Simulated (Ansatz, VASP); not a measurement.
# One calculation of SrTiO3, two programs

```
Sr Ti O
1.0
     3.90500    0.00000    0.00000
     0.00000    3.90500    0.00000
     0.00000    0.00000    3.90500
Sr Ti O
1 1 3
Cartesian
  0.0000 0.0000 0.0000
  1.9525 1.9525 1.9525
  0.0000 1.9525 1.9525
  1.9525 0.0000 1.9525
  1.9525 1.9525 0.0000
```

Alike in both runs: task electric field gradients; functional PBE; k mesh 8 × 8 × 8; occupations fermi-dirac, width 0.02 eV; no spin polarisation.

```csv
,VASP,Ansatz
version,VASP 6.6.1,Ansatz 0.2.0
potentials or method,"VASP PAW PBE potentials, release 64 (Sr_sv, Ti_sv, O)","plane-wave PAW, scalar-relativistic"
plane-wave cutoff (eV),520,420
valence electrons in the cell,40,40
```

```tsv
	VASP	Ansatz	Ansatz less VASP
gap on the k mesh at the Fermi level (eV)	1.86	1.89	+0.031
pressure (GPa)	5.0	4.3	-0.66
size of Vzz on the site where it differs most (V/Å²)	11.4	13.0	+1.55
```

With one functional, cell and mesh, what is left measures potentials, basis and numerics.
